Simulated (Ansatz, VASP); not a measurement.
Mo in VASP and in Ansatz

File POSCAR:

```
Mo
1.0
   -1.5764210372      1.5764210372      1.5764210372
    1.5764210372     -1.5764210372      1.5764210372
    1.5764210372      1.5764210372     -1.5764210372
Mo
1
Direct
    0.0000000000      0.0000000000      0.0000000000
```

Contents of INCAR.step1:

```
SYSTEM = Mo
PREC = Accurate ; ENCUT = 520
ISMEAR = 1 ; SIGMA = 0.3
LREAL = .FALSE. ; LASPH = .TRUE.
NELM = 80 ; NBANDS = 13
GGA = PE ; ALGO = Normal
EDIFF = 1E-4 ; LWAVE = .TRUE.
LCHARG = .FALSE.
```

The input INCAR.step2:

```
SYSTEM = Mo
PREC = Accurate ; ENCUT = 520
EDIFF = 1E-6 ; ISMEAR = 1
SIGMA = 0.3 ; LREAL = .FALSE.
LASPH = .TRUE. ; NELM = 80
ALGO = Normal ; ISIF = 2
LWAVE = .FALSE. ; LCHARG = .FALSE.
METAGGA = R2SCAN ; LMIXTAU = .TRUE.
NBANDS = 13 ; ISTART = 1
```

KPOINTS

```
regular mesh
0
G
  14 14 14
  0 0 0
```

Input for Ansatz:

```yaml
crystal:
  lattice:
    - [-1.5764210372, 1.5764210372, 1.5764210372]
    - [1.5764210372, -1.5764210372, 1.5764210372]
    - [1.5764210372, 1.5764210372, -1.5764210372]
  atoms:
    - { symbol: Mo, position: [0.0, 0.0, 0.0] }
hamiltonian:
  xc: r2scan
  pseudopotentials:
    kind: paw
    azcp:
      Mo: "pseudopotentials/Mo.paw.azcp"
basis:
  ecutwfc: 500
  fft_grid_basis: typed
kpoints:
  mp_grid: { grid: [14, 14, 14], shift: [0, 0, 0] }
magnetization:
  spin_polarized: false
scf:
  occupations: { method: methfessel_paxton, width: 0.3 }
  lower_state_search: "off"
output:
  stress: true
  write_density: true
  write_potential: true
  elf: true
  volumetric_format: npy
```

Alike in both runs: task single point; functional r2SCAN; k mesh 14 × 14 × 14; occupations methfessel-paxton of order 1, width 0.3 eV; no spin polarisation.

|  | VASP | Ansatz |
| --- | --- | --- |
| version | VASP 6.6.1 | Ansatz 0.2.0 |
| potentials or method | VASP PAW PBE potentials, release 64 (Mo_sv), cutoff 520 eV | plane waves (500 eV) with PAW, scalar-relativistic |
| valence electrons in the cell | 14 | 14 |

VASP gave:

```
pressure (GPa) : 1.2
```

Task: Estimate Ansatz's values.

Result: Pressure (GPa): 0.0.

VASP's potentials were made for PBE, not for r2SCAN.
